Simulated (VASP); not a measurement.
A run of VASP 6.6.1:

Contents of INCAR:

```
SYSTEM = SnB17N18
PREC     = Accurate       ! precision mode
ENCUT    = 520            ! plane-wave cutoff, eV
EDIFF    = 1E-6           ! SCF threshold, eV
ISMEAR   = 0              ! smearing method
SIGMA    = 0.01           ! smearing width, eV
LREAL    = Auto         
LASPH    = .TRUE.         ! aspherical terms in the spheres
NELM     = 120            ! most SCF steps
ALGO     = Normal         ! electronic algorithm
ISIF     = 2              ! what is computed and relaxed
LWAVE    = .FALSE.        ! write WAVECAR
LCHARG   = .TRUE.         ! write CHGCAR
GGA      = PE             ! functional
LELF     = .TRUE.         ! ELF
LVHAR    = .TRUE.       
NBANDS   = 102            ! bands
NELECT   = 154.0        
GGA_COMPAT= .FALSE.      
ISYM     = -1
```

The input KPOINTS:

```
explicit points
1
Reciprocal
  0.25000000   0.25000000   0.25000000 1
```

Contents of POSCAR:

```
SnB17N18
1.0
    7.4650312844      0.0000000000      0.0000000000
   -3.7325156422      6.4649067324      0.0000000000
    0.0000000000      0.0000000000      6.4954828762
B N Sn
17 18 1
Direct
    0.1051941677      0.2094750439      0.2430497234
    0.2230744257      0.1188356215      0.7965516039
    0.1068207978      0.5439399713      0.2421259435
    0.2221502823      0.4594978907      0.7647012501
    0.1062167472      0.8754873706      0.2484709508
    0.2292904710      0.7909786349      0.8079769774
    0.4360233607      0.2028397940      0.2358528308
    0.5626964422      0.1187169971      0.7996075901
    0.4360489702      0.5464027966      0.2326888144
    0.4387132870      0.8753264524      0.2481972691
    0.5589081418      0.7945226552      0.7439788619
    0.7737086075      0.2095014741      0.2433505132
    0.8942923543      0.1216613100      0.7572306570
    0.7800692466      0.5467105957      0.2319108942
    0.9053035744      0.4596489398      0.7671387966
    0.7733387109      0.8771296458      0.2374481016
    0.9026702809      0.7949029177      0.7455537316
    0.1175670710      0.2342923853      0.7631177350
    0.2164749287      0.0987156707      0.2495297762
    0.1190396280      0.5683818991      0.8187300376
    0.2167990640      0.4322332619      0.2392964286
    0.1159376280      0.9001629451      0.8031393184
    0.2170067416      0.7656926914      0.2560820295
    0.4432265714      0.2197778351      0.8145556850
    0.5505570102      0.0985647549      0.2493308572
    0.4266868198      0.5842406427      0.6921526159
    0.5505052944      0.4322268148      0.2516051989
    0.4524543720      0.8999242064      0.8027244924
    0.5503525110      0.7657456647      0.2355565170
    0.7843211068      0.2342805682      0.7668910820
    0.8836085746      0.0989000916      0.2444023600
    0.8261824560      0.5848759265      0.6970720391
    0.8837844670      0.4321743998      0.2390057228
    0.7833251854      0.8991401363      0.7379798236
    0.8839731519      0.7659893271      0.2353278252
    0.5476468278      0.4253828772      0.5902224421
```

Potentials or basis: VASP PAW PBE potentials, release 64 (B, N, Sn_d).

The run is started by

```sh
$ cat potpaw_PBE.64/B/POTCAR potpaw_PBE.64/N/POTCAR potpaw_PBE.64/Sn_d/POTCAR > POTCAR
$ mpirun -np 1 vasp_std > vasp.out
```

Hardware: 1 thread of AMD EPYC 7R43 64-Core Processor (Zen 3) (shared host).

Question: Estimate the wall time of this run.

Answer: It took 2.3 min on 1 thread of AMD EPYC 7R43 64-Core Processor (Zen 3), with other jobs on the host, peak memory 0.33 GiB. Counts: scf iterations 16, k points 1.
